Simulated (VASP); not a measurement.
BN, 2 atoms in the cell. Symmetry: Fm-3m, No. 225, cubic system. The conventional cell has a = 3.492 Å, b = 3.492 Å, c = 3.492 Å, α = 90.00°, β = 90.00°, γ = 90.00°. Within 2.3 Å of B (site symmetry m-3m) lie 6 N at 1.75 Å. N (site symmetry m-3m) has 6 B at 1.75 Å within 2.3 Å. 

| Property | Result |
| --- | --- |
| Program | VASP 6.6.1 |
| Task | dielectric tensor |
| Functional | r2SCAN |
| Potentials or basis | VASP PAW PBE potentials, release 64 (B, N) |
| Cutoff | 520 eV |
| k mesh | 10 × 10 × 10 |
| Occupations | gaussian, width 0.01 eV |
| Spin | no spin polarisation |
| Dipole correction | no |
| Further INCAR settings | ALGO = Normal; EDIFF = 1e-08 |

Potentials or basis: VASP PAW PBE potentials, release 64 (B, N).

Run with:

```sh
$ cat potpaw_PBE.64/B/POTCAR potpaw_PBE.64/N/POTCAR > POTCAR
$ mpirun -np 1 vasp_std > vasp.out
```

Hardware: 1 thread of Intel(R) Xeon(R) Platinum 8375C CPU @ 2.90GHz (Ice Lake), with other jobs on the host.

Question: Estimate the wall time of this run.

Answer: Run time: 17 min on 1 thread of Intel(R) Xeon(R) Platinum 8375C CPU @ 2.90GHz (Ice Lake) (shared host), peak memory 0.22 GiB. Counts: scf iterations 67, k points 47.
